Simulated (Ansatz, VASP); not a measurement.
# Si2W in VASP and in Ansatz

```
CELL_PARAMETERS angstrom
4.59006 0.00000 0.00000
-2.29503 3.97511 0.00000
0.00000 0.00000 6.71756
ATOMIC_POSITIONS crystal
Si 0.84886 0.69771 0.50000
Si 0.15114 0.84886 0.83333
Si 0.69771 0.84886 0.16667
Si 0.15114 0.30229 0.50000
Si 0.84886 0.15114 0.83333
Si 0.30229 0.15114 0.16667
W 0.00000 0.50000 0.16667
W 0.50000 0.50000 0.83333
W 0.50000 0.00000 0.50000
```

Alike in both runs: task single point; functional PBE; k mesh 9 × 9 × 6; occupations gaussian, width 0.03 eV; no spin polarisation.

```csv
,VASP,Ansatz
version,VASP 6.6.1,Ansatz 0.2.0
potentials or method,"VASP PAW PBE potentials, release 64 (Si, W_sv), cutoff 520 eV","scalar-relativistic, plane waves, PAW"
valence electrons in the cell,66,66
```

VASP gave:

```
gap on the k mesh at the Fermi level (eV)                     : none
pressure (GPa)                                                : 1.2
traceless stress, the component that is largest in VASP (GPa) : -4.70
rms of the force components (eV/Å)                            : 0.926
```

Question: Estimate Ansatz's values.

Answer: gap on the k mesh at the Fermi level (eV): none; pressure (GPa): 1.2; traceless stress, the component that is largest in VASP (GPa): -4.68; rms of the force components (eV/Å): 0.930.

Atom by atom the forces differ by 0.004 eV/Å (rms over components). A gap of «none» marks a metal or a gap that the smearing closes.

Spin-orbit coupling is off throughout.
